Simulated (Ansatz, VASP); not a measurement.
# One calculation of Al3Cu, two programs

```
Al Cu
1.0
     2.85196    0.00000    0.00000
     0.00000    2.85196    0.00000
     0.00000    0.00000    7.18136
Al Cu
3 1
Direct
  0.00000 0.00000 0.50000
  0.50000 0.50000 0.22264
  0.50000 0.50000 0.77736
  0.00000 0.00000 0.00000
```

Alike in both runs: task single point; functional r2SCAN; k mesh 18 × 18 × 8; occupations gaussian, width 0.15 eV; no spin polarisation.

|  | VASP | Ansatz |
| --- | --- | --- |
| version | VASP 6.6.1 | Ansatz 0.2.0 |
| potentials or method | VASP PAW PBE potentials, release 64 (Al, Cu), cutoff 520 eV | scalar-relativistic, plane waves, PAW |
| valence electrons in the cell | 20 | 28 |

VASP gave:

```
gap on the k mesh at the Fermi level (eV)                     : none
pressure (GPa)                                                : -0.2
traceless stress, the component that is largest in VASP (GPa) : 5.54
rms of the force components (eV/Å)                            : 0.012
```

Problem. What did Ansatz give for the same quantities?

Solution. gap on the k mesh at the Fermi level (eV): none; pressure (GPa): 0.0; traceless stress, the component that is largest in VASP (GPa): 5.59; rms of the force components (eV/Å): 0.019.

VASP's potentials were made for PBE, not for r2SCAN. Atom by atom the forces differ by 0.007 eV/Å (rms over components). A gap of «none» marks a metal or a gap that the smearing closes. The functional is the same, so the differences come from potentials, cutoffs and numerics. VASP's potentials hold 20 valence electrons a cell and Ansatz's 28, so a difference there can come from the potentials and not from the codes.
